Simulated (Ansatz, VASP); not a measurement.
# In3As in VASP and in Ansatz

```
In As
1.0
    -2.98754    2.98754    2.98754
     2.98754   -2.98754    2.98754
     2.98754    2.98754   -2.98754
In As
3 1
Direct
  0.00000 0.50000 0.50000
  0.50000 0.00000 0.50000
  0.50000 0.50000 0.00000
  0.00000 0.00000 0.00000
```

Alike in both runs: functional PBE; k mesh 12 × 12 × 12; occupations gaussian, width 0.1 eV; no spin polarisation.

Ansatz relaxed the structure, and its values are those at the end. VASP's run is a single point on that final structure, the one shown.

|  | VASP | Ansatz |
| --- | --- | --- |
| version | VASP 6.6.1 | Ansatz 0.2.0 |
| potentials or method | VASP PAW PBE potentials, release 64 (In_d, As), cutoff 520 eV | scalar-relativistic, plane waves, PAW |
| valence electrons in the cell | 44 | 54 |

```tsv
	VASP	Ansatz	Ansatz less VASP
gap on the k mesh at the Fermi level (eV)	none	none	-
pressure (GPa)	0.0	0.0	+0.01
```

A gap of «none» marks a metal or a gap that the smearing closes. With one functional, cell and mesh, what is left measures potentials, basis and numerics. VASP's potentials hold 44 valence electrons a cell and Ansatz's 54, so a difference there can come from the potentials and not from the codes.
